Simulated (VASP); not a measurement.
Input of a VASP 6.6.1 run:

File INCAR:

```
SYSTEM = NbCd3
  PREC = Accurate
  ENCUT = 520
  EDIFF = 1E-6
  ISMEAR = 0
  SIGMA = 0.1
  LREAL = .False.
  LASPH = .True.
  NELM = 100
  ALGO = Fast
  ISIF = 2
  LWAVE = .False.
  LCHARG = .False.
  GGA = PE
  NBANDS = 32
```

KPOINTS

```
Automatic mesh
0
Gamma
  12 12 12
  0 0 0
```

The input POSCAR:

```
NbCd3
1.0
    4.3070593525      0.0000000000      0.0000000000
    0.0000000000      4.3070593525      0.0000000000
    0.0000000000      0.0000000000      4.3070593525
Nb Cd
1 3
Direct
    0.0000000000      0.0000000000      0.0000000000
    0.0000000000      0.5000000000      0.5000000000
    0.5000000000      0.0000000000      0.5000000000
    0.5000000000      0.5000000000      0.0000000000
```

Potentials or basis: VASP PAW PBE potentials, release 64 (Nb_sv, Cd).

Run with:

```bash
$ cat potpaw_PBE.64/Nb_sv/POTCAR potpaw_PBE.64/Cd/POTCAR > POTCAR
$ mpirun -np 1 vasp_std > vasp.out
```

Q: Estimate the pressure.

A: 0.4 GPa.

Q: Predict the band gap on the k mesh.

A: Zero (an odd number of electrons rules out a gap without spin polarisation).
